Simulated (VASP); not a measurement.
Here is a VASP 6.6.1 calculation.

INCAR

```
SYSTEM = Mg8HO8
ALGO     = Normal         ! electronic algorithm
EDIFF    = 1E-7           ! SCF threshold, eV
ENCUT    = 520            ! plane-wave cutoff, eV
GGA      = PE             ! functional
ISIF     = 2              ! what is computed and relaxed
ISMEAR   = 0              ! smearing method
LASPH    = .TRUE.         ! aspherical terms in the spheres
LCHARG   = .FALSE.        ! write CHGCAR
LREAL    = Auto         
LWAVE    = .FALSE.        ! write WAVECAR
NBANDS   = 46             ! bands
NELECT   = 64.0         
NELM     = 60             ! most SCF steps
PREC     = Accurate       ! precision mode
SIGMA    = 0.02           ! smearing width, eV
```

The input KPOINTS:

```
k-points
0
G
  2 2 2
  0 0 0
```

Contents of POSCAR:

```
Mg8HO8
1.0
    0.0000000000      4.1948000000      4.1948000000
    4.1948000000      0.0000000000      4.1948000000
    4.1948000000      4.1948000000      0.0000000000
Mg O H
8 8 1
Direct
   -0.0213485744      0.0193384667     -0.0164587108
   -0.0002802279      0.0103164632      0.4911939783
    0.0030670115      0.5030517546     -0.0083020645
   -0.0002759369      0.4996296605      0.4911887337
    0.5196527844      0.0196446791     -0.0164216411
    0.5015156861      0.0014429770      0.4964947077
    0.5196414609      0.4780485363     -0.0164613331
    0.5104338705      0.4996366930      0.4911516640
    0.2557285210      0.2522494517      0.2406765519
    0.2527922666      0.2491329742      0.7462825403
    0.2537939830      0.7536666826      0.2397408696
    0.2527982264      0.7526671117      0.7462420139
    0.7523753218      0.2521648231      0.2406870411
    0.7565594307      0.2562895728      0.7317463288
    0.7523875989      0.7556497330      0.2406869219
    0.7488758701      0.7527482836      0.7465017402
    0.3222157195      0.8208964671      1.0369325117
```

Potentials or basis: VASP PAW PBE potentials, release 64 (Mg, O, H).

Run with:

```bash
$ cat potpaw_PBE.64/Mg/POTCAR potpaw_PBE.64/O/POTCAR potpaw_PBE.64/H/POTCAR > POTCAR
$ mpirun -np 1 vasp_std > vasp.out
```

Predict the largest force.

0.161 eV/Å.

Forces in eV/Å, atoms in the order of the input:
```
Mg   0.006 -0.016 -0.007
Mg   0.000 -0.001  0.003
Mg   0.000  0.001  0.000
Mg  -0.001 -0.001  0.000
Mg   0.003  0.004  0.014
Mg  -0.003 -0.002  0.001
Mg  -0.014  0.005 -0.004
Mg  -0.002  0.001  0.002
O   -0.001  0.003  0.001
O   -0.002  0.003 -0.001
O    0.094  0.093 -0.092
O    0.001  0.004  0.002
O    0.000 -0.001 -0.003
O   -0.009 -0.009  0.008
O    0.002 -0.002  0.000
O    0.000  0.001  0.001
H   -0.075 -0.083  0.075
```

Caveat: the k points lie up to 0.65 Å⁻¹ apart; the cell carries a net charge on a neutralising background, which shifts energy and pressure.
